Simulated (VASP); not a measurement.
# BiTe (R-3m) in VASP: further runs

BiTe is run at these levels: LDA; tasks: single point.

Program: VASP 6.6.1. These are calculated values, not measurements. Logs are shortened: lines on timing, memory, paths and dates and some standing lists are left out, and cuts for length are marked.

## 1. The cell of the first run

The structure is trigonal, space group R-3m (No. 166). The conventional cell has a = 4.845 Å, b = 4.845 Å, c = 9.653 Å, α = 90.00°, β = 90.00°, γ = 120.00°. Within 4.3 Å of Bi (site symmetry -3m) lie 6 Te at 3.23 Å and 6 Bi at 4.26 Å. Within 4.3 Å of Te (site symmetry -3m) lie 6 Bi at 3.23 Å and 6 Te at 4.26 Å.

## 2. Single point, LDA (strain +0.000 along x and y, -0.030 along z)

Input file INCAR:

```
PREC = Accurate
ENCUT = 520
EDIFF = 1E-7
ISMEAR = 0
SIGMA = 0.15
LREAL = F
LASPH = T
NELM = 60
ALGO = Normal
ISIF = 2
LWAVE = F
LCHARG = F
GGA = CA
NBANDS = 18
```

Input file KPOINTS:

```
Automatic mesh
0
Gamma
  12 12 12
```

Input file POSCAR:

```
BiTe
1.0
    2.4227077728      1.3987509848      3.2177731959
   -2.4227077728      1.3987509848      3.2177731959
    0.0000000000     -2.7975019696      3.2177731959
Bi Te
1 1
Direct
    0.5000000000      0.5000000000      0.5000000000
    0.0000000000      0.0000000000      0.0000000000
```

Potentials or basis: VASP PAW LDA potentials, release 64 (Bi_d, Te).

Launch:

```bash
cat potpaw_LDA.64/Bi_d/POTCAR potpaw_LDA.64/Te/POTCAR > POTCAR
mpirun -np 1 vasp_std > vasp.out
```

OUTCAR:

```text
PREC = Accurate
   ENCUT = 520
   EDIFF = 1E-7
   ISMEAR = 0
   LREAL = F
   LASPH = T
   NELM = 60
   ISIF = 2
   GGA = CA

 ion  position               nearest neighbor table
   1  0.500  0.500  0.500-   2 3.23   2 3.23   2 3.23   2 3.23   2 3.23   2 3.23
   2  0.000  0.000  0.000-   1 3.23   1 3.23   1 3.23   1 3.23   1 3.23   1 3.23

  LATTYP: Found a trigonal (rhomboedric) cell.
 ALAT       =     4.2638106912
 COS(alpha) =     0.3542919027

  Lattice vectors:

 A1 = (   2.4227077728,   1.3987509848,   3.2177731959)
 A2 = (  -2.4227077728,   1.3987509848,   3.2177731959)
 A3 = (   0.0000000000,  -2.7975019696,   3.2177731959)

Analysis of symmetry for initial positions (statically):
=====================================================================
 Subroutine PRICEL returns:
 Original cell was already a primitive cell.

 Routine SETGRP: Setting up the symmetry group for a
 trigonal (rhombohedral) supercell.

 Subroutine GETGRP returns: Found 12 space group operations
 (whereof 12 operations were pure point group operations)
 out of a pool of 12 trial point group operations.

The static configuration has the point symmetry D_3d.

Analysis of symmetry for dynamics (positions and initial velocities):
=====================================================================
 Subroutine PRICEL returns:
 Original cell was already a primitive cell.

 Routine SETGRP: Setting up the symmetry group for a
 trigonal (rhombohedral) supercell.

 Subroutine GETGRP returns: Found 12 space group operations
 (whereof 12 operations were pure point group operations)
 out of a pool of 12 trial point group operations.

The dynamic configuration has the point symmetry D_3d.

 Subroutine INISYM returns: Found 12 space group operations
 (whereof 12 operations are pure point group operations),
 and found     1 'primitive' translations

----------------------------------------------------------------------------------------

                                     Primitive cell

  volume of cell :      65.4257

  direct lattice vectors                    reciprocal lattice vectors
     2.422707773  1.398750985  3.217773196     0.206380648  0.119153923  0.103591308
    -2.422707773  1.398750985  3.217773196    -0.206380648  0.119153923  0.103591308
     0.000000000 -2.797501970  3.217773196     0.000000000 -0.238307845  0.103591308

  length of vectors
     4.263810691  4.263810691  4.263810691     0.259849549  0.259849549  0.259849549

  position of ions in fractional coordinates (direct lattice)
     0.500000000  0.500000000  0.500000000
     0.000000000  0.000000000  0.000000000

  ion indices of the primitive-cell ions
   primitive index   ion index
                 1           1
                 2           2

----------------------------------------------------------------------------------------

 KPOINTS: Automatic mesh

Automatic generation of k-mesh.
 Grid dimensions read from file:
 generate k-points for:   12   12   12

 Generating k-lattice:

  Cartesian coordinates                     Fractional coordinates (reciprocal lattice)
     0.017198387  0.009929494  0.008632609     0.083333333  0.000000000  0.000000000
    -0.017198387  0.009929494  0.008632609     0.000000000  0.083333333  0.000000000
     0.000000000 -0.019858987  0.008632609     0.000000000  0.000000000  0.083333333

  Length of vectors
     0.021654129  0.021654129  0.021654129

  Shift w.r.t. Gamma in fractional coordinates (k-lattice)
     0.000000000  0.000000000  0.000000000

 Subroutine IBZKPT returns following result:
 ===========================================

 Found    189 irreducible k-points:

 Following reciprocal coordinates:
            Coordinates               Weight
  0.000000  0.000000  0.000000      1.000000
  0.083333 -0.000000  0.000000      6.000000
  0.166667 -0.000000  0.000000      6.000000
  0.250000  0.000000  0.000000      6.000000
  0.333333 -0.000000  0.000000      6.000000
  0.416667 -0.000000  0.000000      6.000000
[... 16 lines left out ...]
  0.500000  0.166667  0.000000     12.000000
 -0.416667  0.166667  0.000000     12.000000
 [... further k-points ...]
   k-points           NKPTS =    189   k-points in BZ     NKDIM =    189   number of bands    NBANDS=     18
   number of dos      NEDOS =    301   number of ions     NIONS =      2
   total plane-waves  NPLWV =  32768
   dimension x,y,z NGX =    32 NGY =   32 NGZ =   32
   dimension x,y,z NGXF=    64 NGYF=   64 NGZF=   64
   ions per type =               1   1
   NGX,Y,Z   is equivalent  to a cutoff of  12.48, 12.48, 12.48 a.u.
   NGXF,Y,Z  is equivalent  to a cutoff of  24.95, 24.95, 24.95 a.u.
 SYSTEM =  unknown system
   PREC   = accura    normal or accurate (medium, high low for compatibility)
   ISTART =      0    job   : 0-new  1-cont  2-samecut
   ICHARG =      2    charge: 1-file 2-atom 10-const
   ISPIN  =      1    spin polarized calculation?
   LNONCOLLINEAR =      F non collinear calculations
   LSORBIT =      F    spin-orbit coupling
   LASPH  =      T    aspherical Exc in radial PAW
   ENCUT  =  520.0 eV  38.22 Ry    6.18 a.u.   7.93  7.93  7.93*2*pi/ulx,y,z
   NELM   =     60;   NELMIN=  2; NELMDL= -5     # of ELM steps
   EDIFF  = 0.1E-06   stopping-criterion for ELM
   LREAL  =      F    real-space projection
   EDIFFG = 0.1E-05   stopping-criterion for IOM
   NSW    =      0    number of steps for IOM
   IBRION =     -1    ionic relax: 0-MD 1-quasi-New 2-CG
   NFREE  =      0    steps in history (QN), initial steepest desc. (CG)
   ISIF   =      2    stress and relaxation
   ISYM   =      2    0-nonsym 1-usesym 2-fastsym
   POTIM  = 0.5000    time-step for ionic-motion
   TEBEG  =    0.0;   TEEND  =   0.0 temperature during run
   PSTRESS=    0.0 pullay stress
   NELECT =      21.0000    total number of electrons
   NUPDOWN=      -1.0000    fix difference up-down
   EMIN   =  10.00;   EMAX   =-10.00  energy-range for DOS
   EFERMI =   0.00;   METHOD = LEGACY
   ISMEAR =     0;   SIGMA  =   0.15  broadening in eV -4-tet -1-fermi 0-gaus
   EFERMI_NEDOS =   21; number of points for ismear=-14 and -15
   IALGO  =     38    algorithm
   IMIX   =      4    mixing-type and parameters
     AMIX     =   0.40;   BMIX     =  1.00
     AMIX_MAG =   1.60;   BMIX_MAG =  1.00
  volume/ion in A,a.u.               =      32.71       220.76
  Fermi-wavevector in a.u.,A,eV,Ry     =   1.120896  2.118186 17.094459  1.256407
  Thomas-Fermi vector in A             =   2.257545
   LORBIT       =      0    0 simple, 1 ext, 2 COOP (PROOUT), +10 PAW based schemes
   GGA     = CA    functional components
   LHFCALC =     F    Hartree Fock is set to
   AEXX    =    0.0000 exact exchange contribution
   IVDW    =     0    specifies the selected vdW correction
   LEPSILON=     F    determine dielectric tensor
   LRPA    =     F    only Hartree local field effects (RPA)
 non-spin polarized calculation
 Gauss-broadening in eV      SIGMA  =   0.15
  energy-cutoff  :      520.00
  volume of cell :       65.43
 maximum number of plane-waves:      1782
   NGX = 15   NGY = 15   NGZ = 15

 number of electron      21.0000001 magnetization

 Free energy of the ion-electron system (eV)
  ---------------------------------------------------
  ext. energy  EPLUGINS =         0.00000000
  ---------------------------------------------------
  free energy    TOTEN  =        -8.52508861 eV

  energy without entropy =       -8.51200017  energy(sigma->0) =       -8.51854439

 E-fermi :   6.7937     XC(G=0):  -9.8536

 val. band max:        6.7846185160   @ k =  -0.4167   0.1667   0.0000
 cond. band min:       6.8040549821   @ k =   0.4167   0.1667   0.0833
 fundamental gap:      0.0194364661
 Fermi energy:         6.7937490775

 k-point     1 :       0.0000    0.0000    0.0000
  band No.  band energies     occupation
      1     -16.3432      2.00000
      2     -16.3432      2.00000
      3     -16.3333      2.00000
      4     -16.3333      2.00000
      5     -16.3130      2.00000
      6      -6.8523      2.00000
[... 10 lines left out ...]
     17      13.8664      0.00000
     18      13.8665      0.00000

 k-point     2 :       0.0833   -0.0000    0.0000
  band No.  band energies     occupation
      1     -16.3432      2.00000
      2     -16.3432      2.00000
      3     -16.3338      2.00000
      4     -16.3326      2.00000
      5     -16.3129      2.00000
      6      -6.7914      2.00000
[... 10 lines left out ...]
     17      13.6820      0.00000
     18      14.1306      0.00000

 k-point     3 :       0.1667   -0.0000    0.0000
  band No.  band energies     occupation
      1     -16.3433      2.00000
      2     -16.3430      2.00000
      3     -16.3347      2.00000
      4     -16.3307      2.00000
      5     -16.3125      2.00000
      6      -6.6096      2.00000
[... 10 lines left out ...]
     17      14.4872      0.00000
     18      14.9140      0.00000

 k-point     4 :       0.2500    0.0000    0.0000
  band No.  band energies     occupation
      1     -16.3436      2.00000
      2     -16.3432      2.00000
      3     -16.3357      2.00000
      4     -16.3281      2.00000
      5     -16.3117      2.00000
      6      -6.3099      2.00000
[... 375 lines left out ...]
      4     -16.3225      2.00000
      5     -16.3096      2.00000
      6      -5.5238      2.00000
[... 10 lines left out ...]
     17      16.1952      0.00000
     18      16.6280      0.00000

 k-point    23 :       0.5000    0.1667    0.0000
  band No.  band energies     occupation
      1     -16.3478      2.00000
      2     -16.3437      2.00000
      3     -16.3344      2.00000
      4     -16.3223      2.00000
      5     -16.3089      2.00000
      6      -5.0218      2.00000
[... 10 lines left out ...]
     17      16.5650      0.00000
     18      17.4434      0.00000

 k-point    24 :      -0.4167    0.1667    0.0000
  band No.  band energies     occupation
      1     -16.3466      2.00000
      2     -16.3442      2.00000
      3     -16.3343      2.00000
      4     -16.3230      2.00000
      5     -16.3093      2.00000
      6      -4.8900      2.00000
[... 10 lines left out ...]
     17      15.8203      0.00000
     18      16.8309      0.00000

 [... further k-points ...]

------------------------ aborting loop because EDIFF is reached ----------------------------------------

  FORCE on cell =-STRESS in cart. coord.  units (eV):
  Direction    XX          YY          ZZ          XY          YZ          ZX
  --------------------------------------------------------------------------------------
  -------------------------------------------------------------------------------------
  Total       -1.1452152     -1.1452152     -0.7753118      0.0000000      0.0000000      0.0000000
  in kB      -28.0446193    -28.0446193    -18.9862345      0.0000000      0.0000000      0.0000000
  external PRESSURE =     -25.0251577 kB  Pullay stress =       0.0000000 kB

 VOLUME and BASIS-vectors are now :
 -----------------------------------------------------------------------------
  energy-cutoff  :      520.00
  volume of cell :       65.43
      direct lattice vectors                 reciprocal lattice vectors
     2.422707773  1.398750985  3.217773196     0.206380648  0.119153923  0.103591308
    -2.422707773  1.398750985  3.217773196    -0.206380648  0.119153923  0.103591308
     0.000000000 -2.797501970  3.217773196     0.000000000 -0.238307845  0.103591308

 POSITION                                       TOTAL-FORCE (eV/Angst)
 -----------------------------------------------------------------------------------
      0.00000      0.00000      4.82666        -0.000000     -0.000000      0.000000
      0.00000      0.00000      0.00000         0.000000      0.000000     -0.000000
 -----------------------------------------------------------------------------------
    total drift:                               -0.000000      0.000000     -0.000000

  FREE ENERGIE OF THE ION-ELECTRON SYSTEM (eV)
  ---------------------------------------------------
  free  energy   TOTEN  =        -8.5250886126 eV

  energy  without entropy=       -8.5120001739  energy(sigma->0) =       -8.51854439
```

It took 1.7 min on 1 thread of Intel Xeon Platinum 8259CL at 2.50GHz (Skylake/Cascade Lake), shared host; peak memory 0.33 GiB.

What came out:

| Item | Value |
| --- | --- |
| Free energy | -8.5251 eV |
| Pressure | -2.5 GPa |
| Band gap on the k mesh | zero (an odd number of electrons rules out a gap without spin polarisation) |

Caveat: the cell differs from its parent crystal (strain +0.000 along x and y, -0.030 along z); spin-orbit coupling is left out, which moves the levels of the heavy elements; an odd number of electrons without spin polarisation forces a metal; a magnetic or distorted state may lie lower.

## 3. Single point, LDA

Input file INCAR:

```
SYSTEM = BiTe
ALGO     = Normal         ! electronic algorithm
EDIFF    = 1E-6           ! SCF threshold, eV
ENCUT    = 520            ! plane-wave cutoff, eV
ISIF     = 2              ! what is computed and relaxed
ISMEAR   = 1              ! smearing method
LASPH    = .True.         ! aspherical terms in the spheres
LCHARG   = .False.        ! write CHGCAR
LREAL    = .False.        ! projectors in reciprocal space
LWAVE    = .False.        ! write WAVECAR
NBANDS   = 18             ! bands
NELM     = 80             ! most SCF steps
PREC     = Accurate       ! precision mode
SIGMA    = 0.15           ! smearing width, eV
```

Input file KPOINTS:

```
k-points
0
Gamma
  12 12 12
  0 0 0
```

POSCAR is that of step 2.

Potentials or basis: VASP PAW LDA potentials, release 64 (Bi_d, Te).

Launch:

```bash
cat potpaw_LDA.64/Bi_d/POTCAR potpaw_LDA.64/Te/POTCAR > POTCAR
mpirun -np 1 vasp_std > vasp.out
```

Run time: 85 s. Hardware: 1 thread of Intel Xeon Platinum 8259CL at 2.50GHz (Skylake/Cascade Lake), shared host; peak memory 0.32 GiB.

The run converged. Its results:

* Free energy: -8.5185 eV
* Pressure: -2.5 GPa
* Band gap on the k mesh: zero (an odd number of electrons rules out a gap without spin polarisation)

Stress tensor (GPa, compression positive):
```
-2.84  0.00  0.00
 0.00 -2.84  0.00
 0.00  0.00 -1.96
```

Levels at points of the mesh, in eV from the Fermi level:
```csv
k point,band 8,band 9,band 10,band 11,band 12,band 13
"(0.00, 0.00, 0.00)",-3.00,-3.00,-1.49,1.92,2.66,2.66
"(0.50, 0.00, 0.00)",-1.83,-1.82,-1.02,-0.86,-0.61,0.49
"(0.50, 0.50, 0.00)",-5.74,-4.66,-3.21,2.42,3.03,3.65
"(0.50, 0.50, 0.50)",-2.44,-2.44,-2.33,-1.73,-1.42,-1.42
```

Caveat: spin-orbit coupling is left out, which moves the levels of the heavy elements; an odd number of electrons without spin polarisation forces a metal; a magnetic or distorted state may lie lower.
